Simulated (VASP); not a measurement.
# Li7Cl8 (a cell with a defect) in VASP: single point with PBE

Aim: the single point of Li7Cl8 (a cell with a defect) with PBE.

Program: VASP 6.6.1. These are calculated values, not measurements. Logs are shortened: lines on timing, memory, paths and dates and some standing lists are left out, and cuts for length are marked.

### 1 The cell of the first run

The cell holds a defect, 15 atoms: a = 7.217 Å, b = 7.217 Å, c = 7.217 Å, α = 60.00°, β = 60.00°, γ = 60.00°.

### 2 Single point, PBE

INCAR

```
ALGO     = Normal         # electronic algorithm
EDIFF    = 1E-6           # SCF threshold, eV
ENCUT    = 520            # plane-wave cutoff, eV
GGA      = PE             # functional
ISIF     = 2              # what is computed and relaxed
ISMEAR   = 1              # smearing method
LASPH    = T              # aspherical terms in the spheres
LCHARG   = T              # write CHGCAR
LELF     = T              # ELF
LREAL    = Auto         
LVHAR    = T            
LWAVE    = F              # write WAVECAR
NBANDS   = 52             # bands
NELM     = 80             # most SCF steps
PREC     = Accurate       # precision mode
SIGMA    = 0.15           # smearing width, eV
```

KPOINTS

```
k-points
0
Gamma
  3 3 3
```

POSCAR

```
Li7Cl8
1.0
    0.0000000000      5.1028676200      5.1028676200
    5.1028676200      0.0000000000      5.1028676200
    5.1028676200      5.1028676200      0.0000000000
Li Cl
7 8
Direct
    0.0010335365     -0.4999865154     -0.0003376533
    0.0010208966      0.0000769175      0.4997685008
    0.0007186155      0.5005105345      0.4993656880
    0.5010123112      0.0001335524     -0.0000275335
    0.5006290953      0.0004170204      0.4999163588
    0.5015453448      0.5002115850     -0.0005035404
    0.5003164280      0.5002505826      0.4999685843
    0.2504843541      0.2503256199      0.2500757603
    0.2542964264      0.2540214829      0.7462925327
    0.2540861524      0.7466270505      0.2537726033
    0.2540866424      0.7466769244      0.7464133471
    0.7467828452      0.2541859003      0.2538509906
    0.7466208775      0.2541021239      0.7463494614
    0.7467446314      0.7466446876      0.2538008227
    0.7504380449      0.7503196801      0.7501058787
```

Potentials or basis: VASP PAW PBE potentials, release 64 (Li_sv, Cl).

Command:

```
$ cat potpaw_PBE.64/Li_sv/POTCAR potpaw_PBE.64/Cl/POTCAR > POTCAR
$ mpirun -np 1 vasp_std > vasp.out
```

OUTCAR:

```text
EDIFF = 1E-6
   ENCUT = 520
   GGA = PE
   ISIF = 2
   ISMEAR = 1
   LASPH = T
   LREAL = Auto
   NELM = 80
   PREC = Accurate

 ion  position               nearest neighbor table
   1  0.001  0.500  1.000-   9 2.55  11 2.55   8 2.55  12 2.55  15 2.55  14 2.56
   2  0.001  0.000  0.500-  10 2.55   8 2.55  11 2.55  12 2.55  15 2.55  13 2.55
   3  0.001  0.501  0.499-   8 2.55  10 2.55  14 2.55  15 2.55   9 2.55  13 2.55
   4  0.501  0.000  1.000-  14 2.55  13 2.55  15 2.55   8 2.55   9 2.55  10 2.55
   5  0.501  0.000  0.500-  14 2.55  12 2.55   8 2.55  15 2.55   9 2.55  11 2.55
   6  0.502  0.500  0.999-  15 2.55  13 2.55  12 2.55  11 2.55  10 2.56   8 2.56
   7  0.500  0.500  0.500-  12 2.51   9 2.51  10 2.51  13 2.51  14 2.51  11 2.52
   8  0.250  0.250  0.250-   3 2.55   2 2.55   1 2.55   5 2.55   4 2.55   6 2.56
   9  0.254  0.254  0.746-   7 2.51   1 2.55   5 2.55   4 2.55   3 2.55
  10  0.254  0.747  0.254-   7 2.51   2 2.55   3 2.55   4 2.55   6 2.56
  11  0.254  0.747  0.746-   7 2.52   2 2.55   1 2.55   5 2.55   6 2.55
  12  0.747  0.254  0.254-   7 2.51   6 2.55   5 2.55   1 2.55   2 2.55
  13  0.747  0.254  0.746-   7 2.51   6 2.55   4 2.55   3 2.55   2 2.55
  14  0.747  0.747  0.254-   7 2.51   3 2.55   4 2.55   5 2.55   1 2.56
  15  0.750  0.750  0.750-   6 2.55   4 2.55   5 2.55   1 2.55   2 2.55   3 2.55

  LATTYP: Found a face centered cubic cell.
 ALAT       =    10.2057352400

  Lattice vectors:

 A1 = (   0.0000000000,   5.1028676200,   5.1028676200)
 A2 = (   5.1028676200,   0.0000000000,   5.1028676200)
 A3 = (   5.1028676200,   5.1028676200,   0.0000000000)

Analysis of symmetry for initial positions (statically):
=====================================================================
 Subroutine PRICEL returns:
 Original cell was already a primitive cell.

 Routine SETGRP: Setting up the symmetry group for a
 face centered cubic supercell.

 Subroutine GETGRP returns: Found  1 space group operations
 (whereof  1 operations were pure point group operations)
 out of a pool of 48 trial point group operations.

The static configuration has the point symmetry C_1 .

Analysis of symmetry for dynamics (positions and initial velocities):
=====================================================================
 Subroutine PRICEL returns:
 Original cell was already a primitive cell.

 Routine SETGRP: Setting up the symmetry group for a
 face centered cubic supercell.

 Subroutine GETGRP returns: Found  1 space group operations
 (whereof  1 operations were pure point group operations)
 out of a pool of 48 trial point group operations.

The dynamic configuration has the point symmetry C_1 .

 Subroutine INISYM returns: Found  1 space group operations
 (whereof  1 operations are pure point group operations),
 and found     1 'primitive' translations

----------------------------------------------------------------------------------------

                                     Primitive cell

  volume of cell :     265.7498

  direct lattice vectors                    reciprocal lattice vectors
     0.000000000  5.102867620  5.102867620    -0.097984121  0.097984121  0.097984121
     5.102867620  0.000000000  5.102867620     0.097984121 -0.097984121  0.097984121
     5.102867620  5.102867620  0.000000000     0.097984121  0.097984121 -0.097984121

  length of vectors
     7.216544595  7.216544595  7.216544595     0.169713476  0.169713476  0.169713476

  position of ions in fractional coordinates (direct lattice)
     0.001033537  0.500013485  0.999662347
     0.001020897  0.000076918  0.499768501
     0.000718615  0.500510535  0.499365688
     0.501012311  0.000133552  0.999972466
     0.500629095  0.000417020  0.499916359
     0.501545345  0.500211585  0.999496460
     0.500316428  0.500250583  0.499968584
     0.250484354  0.250325620  0.250075760
     0.254296426  0.254021483  0.746292533
     0.254086152  0.746627051  0.253772603
     0.254086642  0.746676924  0.746413347
     0.746782845  0.254185900  0.253850991
     0.746620877  0.254102124  0.746349461
     0.746744631  0.746644688  0.253800823
     0.750438045  0.750319680  0.750105879

  ion indices of the primitive-cell ions
[... 33 lines left out ...]
     0.056571159  0.056571159  0.056571159

  Shift w.r.t. Gamma in fractional coordinates (k-lattice)
     0.000000000  0.000000000  0.000000000

 Subroutine IBZKPT returns following result:
 ===========================================

 Found     14 irreducible k-points:

 Following reciprocal coordinates:
            Coordinates               Weight
  0.000000  0.000000  0.000000      1.000000
  0.333333  0.000000  0.000000      2.000000
  0.000000  0.333333  0.000000      2.000000
  0.000000  0.000000  0.333333      2.000000
  0.333333  0.333333  0.333333      2.000000
  0.333333  0.333333  0.000000      2.000000
  0.000000  0.333333  0.333333      2.000000
  0.333333  0.000000  0.333333      2.000000
 -0.333333  0.333333  0.000000      2.000000
  0.000000 -0.333333  0.333333      2.000000
  0.333333  0.000000 -0.333333      2.000000
  0.333333  0.333333 -0.333333      2.000000
 -0.333333  0.333333 -0.333333      2.000000
  0.333333 -0.333333 -0.333333      2.000000
   k-points           NKPTS =     14   k-points in BZ     NKDIM =     14   number of bands    NBANDS=     52
   number of dos      NEDOS =    301   number of ions     NIONS =     15
   total plane-waves  NPLWV = 157464
   dimension x,y,z NGX =    54 NGY =   54 NGZ =   54
   dimension x,y,z NGXF=   108 NGYF=  108 NGZF=  108
   ions per type =               7   8
   NGX,Y,Z   is equivalent  to a cutoff of  12.44, 12.44, 12.44 a.u.
   NGXF,Y,Z  is equivalent  to a cutoff of  24.88, 24.88, 24.88 a.u.
 SYSTEM =  unknown system
   PREC   = accura    normal or accurate (medium, high low for compatibility)
   ISTART =      0    job   : 0-new  1-cont  2-samecut
   ICHARG =      2    charge: 1-file 2-atom 10-const
   ISPIN  =      1    spin polarized calculation?
   LNONCOLLINEAR =      F non collinear calculations
   LSORBIT =      F    spin-orbit coupling
   LASPH  =      T    aspherical Exc in radial PAW
   ENCUT  =  520.0 eV  38.22 Ry    6.18 a.u.  13.42 13.42 13.42*2*pi/ulx,y,z
   NELM   =     80;   NELMIN=  2; NELMDL= -5     # of ELM steps
   EDIFF  = 0.1E-05   stopping-criterion for ELM
   LREAL  =      T    real-space projection
   EDIFFG = 0.1E-04   stopping-criterion for IOM
   NSW    =      0    number of steps for IOM
   IBRION =     -1    ionic relax: 0-MD 1-quasi-New 2-CG
   NFREE  =      0    steps in history (QN), initial steepest desc. (CG)
   ISIF   =      2    stress and relaxation
   ISYM   =      2    0-nonsym 1-usesym 2-fastsym
   POTIM  = 0.5000    time-step for ionic-motion
   TEBEG  =    0.0;   TEEND  =   0.0 temperature during run
   PSTRESS=    0.0 pullay stress
   NELECT =      77.0000    total number of electrons
   NUPDOWN=      -1.0000    fix difference up-down
   EMIN   =  10.00;   EMAX   =-10.00  energy-range for DOS
   EFERMI =   0.00;   METHOD = LEGACY
   ISMEAR =     1;   SIGMA  =   0.15  broadening in eV -4-tet -1-fermi 0-gaus
   EFERMI_NEDOS =   21; number of points for ismear=-14 and -15
   IALGO  =     38    algorithm
   IMIX   =      4    mixing-type and parameters
     AMIX     =   0.40;   BMIX     =  1.00
     AMIX_MAG =   1.60;   BMIX_MAG =  1.00
  volume/ion in A,a.u.               =      17.72       119.56
  Fermi-wavevector in a.u.,A,eV,Ry     =   1.083297  2.047134 15.966870  1.173532
  Thomas-Fermi vector in A             =   2.219359
   LORBIT       =      0    0 simple, 1 ext, 2 COOP (PROOUT), +10 PAW based schemes
   GGA     = PE    functional components
   LHFCALC =     F    Hartree Fock is set to
   AEXX    =    0.0000 exact exchange contribution
   IVDW    =     0    specifies the selected vdW correction
   LEPSILON=     F    determine dielectric tensor
   LRPA    =     F    only Hartree local field effects (RPA)
 non-spin polarized calculation
 Methfessel and Paxton  Order N= 1 SIGMA  =   0.15
  energy-cutoff  :      520.00
  volume of cell :      265.75
 maximum number of plane-waves:      7239
 NGX is ok and might be reduce to    54
   NGX = 27   NGY = 27   NGZ = 27

 number of electron      76.9999996 magnetization

 Free energy of the ion-electron system (eV)
  ---------------------------------------------------
  ext. energy  EPLUGINS =         0.00000000
  ---------------------------------------------------
  free energy    TOTEN  =       -52.43555861 eV

  energy without entropy =      -52.39843230  energy(sigma->0) =      -52.42318318

 E-fermi :   0.3449     XC(G=0):  -8.6296

 val. band max:        0.3306141953   @ k =  -0.3333   0.3333   0.0000
 cond. band min:       0.3721483511   @ k =   0.0000   0.0000   0.0000
 fundamental gap:      0.0415341559
 Fermi energy:         0.3449139226

 k-point     1 :       0.0000    0.0000    0.0000
  band No.  band energies     occupation
      1     -43.2125      2.00000
      2     -43.2105      2.00000
      3     -43.2104      2.00000
      4     -43.2104      2.00000
      5     -43.2097      2.00000
      6     -43.2097      2.00000
[... 731 lines left out ...]
     49       9.9420      0.00000
     50      10.0671      0.00000
 [bands above 50 left out]

------------------------ aborting loop because EDIFF is reached ----------------------------------------

  FORCE on cell =-STRESS in cart. coord.  units (eV):
  Direction    XX          YY          ZZ          XY          YZ          ZX
  --------------------------------------------------------------------------------------
  -------------------------------------------------------------------------------------
  Total        0.7150131      0.7086896      0.6989054      0.0001978     -0.0035880      0.0001744
  in kB        4.3107384      4.2726151      4.2136268      0.0011925     -0.0216314      0.0010513
  external PRESSURE =       4.2656601 kB  Pullay stress =       0.0000000 kB

 VOLUME and BASIS-vectors are now :
 -----------------------------------------------------------------------------
  energy-cutoff  :      520.00
  volume of cell :      265.75
      direct lattice vectors                 reciprocal lattice vectors
     0.000000000  5.102867620  5.102867620    -0.097984121  0.097984121  0.097984121
     5.102867620  0.000000000  5.102867620     0.097984121 -0.097984121  0.097984121
     5.102867620  5.102867620  0.000000000     0.097984121  0.097984121 -0.097984121

 POSITION                                       TOTAL-FORCE (eV/Angst)
 -----------------------------------------------------------------------------------
      7.65265      5.10642      2.55678         0.002768     -0.000164     -0.001898
      2.55065      2.55546      0.00560         0.002612     -0.001874     -0.001706
      5.10224      2.55186      2.55771         0.001606      0.001838     -0.002670
      5.10341      7.65933      2.55728         0.001180     -0.002372     -0.002075
      2.55313      5.10565      2.55677         0.000365      0.000069     -0.001443
      7.65281      7.65962      5.11183         0.002920     -0.002127     -0.005600
      5.10399      5.10432      5.10576         0.001756      0.002041      0.003727
      2.55348      2.55429      2.55557        -0.000765      0.001952      0.004362
      5.10447      5.10587      2.59388        -0.000052     -0.001533     -0.001431
      5.10491      2.59154      5.10651        -0.001843      0.001069      0.002054
      7.61904      5.10542      5.10676        -0.002819      0.000221      0.001022
      2.59245      5.10610      5.10781        -0.002945     -0.000651     -0.000504
      5.10517      7.61843      5.10656        -0.002288      0.000863      0.002293
      5.10514      5.10565      7.62057        -0.001276     -0.001069     -0.000830
      7.65647      7.65708      7.65817        -0.001218      0.001735      0.004698
 -----------------------------------------------------------------------------------
    total drift:                                0.000825     -0.000338     -0.004625

  FREE ENERGIE OF THE ION-ELECTRON SYSTEM (eV)
  ---------------------------------------------------
  free  energy   TOTEN  =       -52.4355586126 eV

  energy  without entropy=      -52.3984323018  energy(sigma->0) =      -52.42318318
```

It took 6.6 min on 1 thread of Oxide Virtual Turin-like, shared host; peak memory 0.38 GiB.

What came out:

* Free energy: -52.4356 eV
* Largest force: 0.007 eV/Å

Forces on the atoms (eV/Å):
```
Li   0.003  0.000 -0.002
Li   0.003 -0.002 -0.002
Li   0.002  0.002 -0.003
Li   0.001 -0.002 -0.002
Li   0.000  0.000 -0.001
Li   0.003 -0.002 -0.006
Li   0.002  0.002  0.004
Cl  -0.001  0.002  0.004
Cl   0.000 -0.002 -0.001
Cl  -0.002  0.001  0.002
Cl  -0.003  0.000  0.001
Cl  -0.003 -0.001 -0.001
Cl  -0.002  0.001  0.002
Cl  -0.001 -0.001 -0.001
Cl  -0.001  0.002  0.005
```

Caveat: the cutoff is under 1.25 times the usual one of these potentials, so pressure, stress and relaxed cells hold a basis-set (Pulay) error; an odd number of electrons without spin polarisation forces a metal; a magnetic or distorted state may lie lower.
